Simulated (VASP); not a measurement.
Set up this calculation in VASP 6.6.1, as the native input.

```yaml
Task: single point
Functional: r2SCAN
Potentials_or_basis: VASP PAW PBE potentials, release 64 (Ga_d, N)
Cutoff: 520 eV
k_mesh: 10 × 10 × 10
Occupations: gaussian, width 0.05 eV
Spin: no spin polarisation
Dipole_correction: no
Further_INCAR_settings: ALGO = Normal; EDIFF = 1e-06; NBANDS = 16
```

Crystal: GaN.

```
Ga N
1.0
     0.00000    1.99250    1.99250
     1.99250    0.00000    1.99250
     1.99250    1.99250    0.00000
Ga N
1 1
Direct
  0.50000 0.50000 0.50000
  0.00000 0.00000 0.00000
```

One way to write it, as run:

POSCAR

```
GaN
1.0
    0.0000000000      1.9925010849      1.9925010849
    1.9925010849      0.0000000000      1.9925010849
    1.9925010849      1.9925010849      0.0000000000
Ga N
1 1
Direct
    0.5000000000      0.5000000000      0.5000000000
    0.0000000000      0.0000000000      0.0000000000
```

INCAR.step1

```
PREC     = Accurate       # precision mode
ENCUT    = 520            # plane-wave cutoff, eV
ISMEAR   = 0              # smearing method
SIGMA    = 0.05           # smearing width, eV
LREAL    = F              # projectors in reciprocal space
LASPH    = T              # aspherical terms in the spheres
NELM     = 100            # most SCF steps
NBANDS   = 16             # bands
GGA      = PE             # functional
ALGO     = Normal         # electronic algorithm
EDIFF    = 1E-4           # SCF threshold, eV
LWAVE    = T              # write WAVECAR
LCHARG   = F              # write CHGCAR
```

INCAR.step2

```
PREC     = Accurate       # precision mode
ENCUT    = 520            # plane-wave cutoff, eV
EDIFF    = 1E-6           # SCF threshold, eV
ISMEAR   = 0              # smearing method
SIGMA    = 0.05           # smearing width, eV
LREAL    = F              # projectors in reciprocal space
LASPH    = T              # aspherical terms in the spheres
NELM     = 100            # most SCF steps
ALGO     = Normal         # electronic algorithm
ISIF     = 2              # what is computed and relaxed
LWAVE    = F              # write WAVECAR
LCHARG   = T              # write CHGCAR
METAGGA  = R2SCAN         # meta-GGA
LMIXTAU  = T            
LELF     = T              # ELF
LVHAR    = T            
NBANDS   = 16             # bands
ISTART   = 1
```

KPOINTS

```
regular mesh
0
Gamma
  10 10 10
```

Potentials or basis: VASP PAW PBE potentials, release 64 (Ga_d, N).

The run is started by

```bash
$ cat potpaw_PBE.64/Ga_d/POTCAR potpaw_PBE.64/N/POTCAR > POTCAR
$ cp INCAR.step1 INCAR
$ mpirun -np 1 vasp_std > vasp.out
$ cp INCAR.step2 INCAR
$ mpirun -np 1 vasp_std > vasp.out
```

It gave:

```
Pressure               : 63.1 GPa
Band gap on the k mesh : 2.40 eV, indirect (least direct gap 5.89 eV)
```

Caveat: the PAW data sets were made with another functional, which shifts forces and pressure a little.

Run time: 2 min on 1 thread of AMD EPYC 7R13 (shared host), peak memory 0.12 GiB.
